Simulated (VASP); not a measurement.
Be2CdO3:

```
Be Cd O
1.0
     3.75977    0.00000    0.00000
    -1.87989    3.25606    0.00000
     0.00000    0.00000    5.98944
Be Cd O
2 1 3
Direct
  0.33333 0.66667 0.25219
  0.66667 0.33333 0.74781
  0.00000 0.00000 0.00000
  0.33333 0.66667 0.64400
  0.66667 0.33333 0.35600
  0.00000 0.00000 0.50000
```

The cell was built from a structure type or drawn by symmetry, and may not be a known phase.

| Item | Value |
| --- | --- |
| Program | VASP 6.6.1 |
| Task | relaxation of cell and atoms |
| Functional | PBE |
| Potentials or basis | VASP PAW PBE potentials, release 64 (Be, Cd, O) |
| Cutoff | 600 eV |
| k mesh | 4 × 4 × 2 |
| Occupations | gaussian, width 0.15 eV |
| Spin | no spin polarisation |

At the start: pressure -16.1 GPa; volume 12.22 Å³/atom.

Where does the relaxation end?

Over 28 steps the energy falls by 2057.6 meV/atom and the volume is 8.41 Å³/atom (-31.2 %); space group P-3m1 (No. 164, to 0.1 Å) before and after.

The path:
```
step  energy change (eV)  largest force (eV/Å)  pressure (GPa)  volume (Å³)
   1              0.0000                3.7803          -16.15        73.32
   2             -2.9111                3.9818           -6.26        61.01
   3             -4.4670                4.0974           44.55        46.11
   4             -5.7711                4.6904           44.90        45.46
   5             -7.6363                0.9102           54.08        43.54
   6             -7.6834                1.7373           50.55        43.87
   7             -8.7788                1.0508           21.09        48.20
   8             -9.1953                0.5588            1.29        52.76
   9             -9.2159                0.4555           -2.71        54.00
  10             -9.2161                0.4385           -3.38        54.22
  11             -9.3566                0.7050           -3.44        54.14
  12             -9.8463                1.5477           -3.31        53.78
  13            -10.8933                2.9412           -1.62        52.59
  14            -10.7974                3.8811           13.55        48.49
  15            -11.4253                3.5153            2.08        51.20
  16            -11.4552                3.6469            4.49        50.52
  17            -11.5266                3.4926            3.76        50.55
  18            -11.6181                3.1206            2.58        50.58
  19            -11.5241                2.4989            0.95        50.55
  20            -11.6391                2.9092            2.13        50.59
  21            -11.7522                2.6729            1.51        50.64
  22            -12.0300                1.9598           -0.06        50.81
  23            -12.3166                0.5527           -2.07        51.13
  24            -12.3362                0.1146           -2.40        51.22
  25            -12.3362                0.0683           -2.45        51.24
  26            -12.3401                0.0551           -1.70        51.02
  27            -12.3446                0.0646            0.41        50.44
  28            -12.3454                0.0490            0.28        50.45
```

Final structure:
```yaml
crystal:
  lattice:
    - [2.81683, 0.00000, 0.00000]
    - [-1.40841, 2.43944, 0.00000]
    - [0.00000, 0.00000, 7.34232]
  atoms:
    - { symbol: Be, position: [0.33333, 0.66667, 0.35686] }
    - { symbol: Be, position: [0.66667, 0.33333, 0.64314] }
    - { symbol: Cd, position: [0.00000, 0.00000, 0.00000] }
    - { symbol: O, position: [0.33333, 0.66667, 0.77253] }
    - { symbol: O, position: [0.66667, 0.33333, 0.22747] }
    - { symbol: O, position: [0.00000, 0.00000, 0.50000] }
```

Caveat: the k points lie up to 0.64 Å⁻¹ apart in the final cell; the volume moved by over 15 % at a fixed basis, so the end points are rough; the relaxation stopped at a loose force limit of 0.08 eV/Å, so its end isn't a converged minimum.
